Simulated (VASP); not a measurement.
Runs of VASP 6.6.1 on CoSn3. It takes space group Fm-3m (No. 225, cubic). The conventional cell has a = 7.202 Å, b = 7.202 Å, c = 7.202 Å, α = 90.00°, β = 90.00°, γ = 90.00°. Sn (site symmetry -43m) has 10 Sn at 3.12 to 3.60 Å and 4 Co at 3.12 Å within 4.1 Å. Within 4.1 Å of Sn (site symmetry m-3m) lie 8 Sn at 3.12 Å and 6 Co at 3.60 Å. Co (site symmetry m-3m) has 14 Sn at 3.12 to 3.60 Å within 4.1 Å. 

```csv
spin,fixed moment (μB),pressure (GPa),moment (μB)
"collinear, ferromagnetic start",2.25,0.2,2.25
"collinear, ferromagnetic start",-,(a),(b)
collinear,0.75,-2.8,0.75
collinear,3.0,0.9,3.00
```

Alike in all rows: task single point; level r2SCAN; potentials or basis VASP PAW PBE potentials, release 64 (Sn_d, Co); cell as given; k mesh 10 × 10 × 10; cutoff (eV) 520; smearing gaussian 0.1 eV.

**Question.** Fill in the values left out.

**Answer.** (a) -1.7; (b) 1.62.

Caveats: the PAW data sets were made with another functional, which shifts forces and pressure a little; the total moment is fixed, so each spin has its own Fermi level (at least some runs).
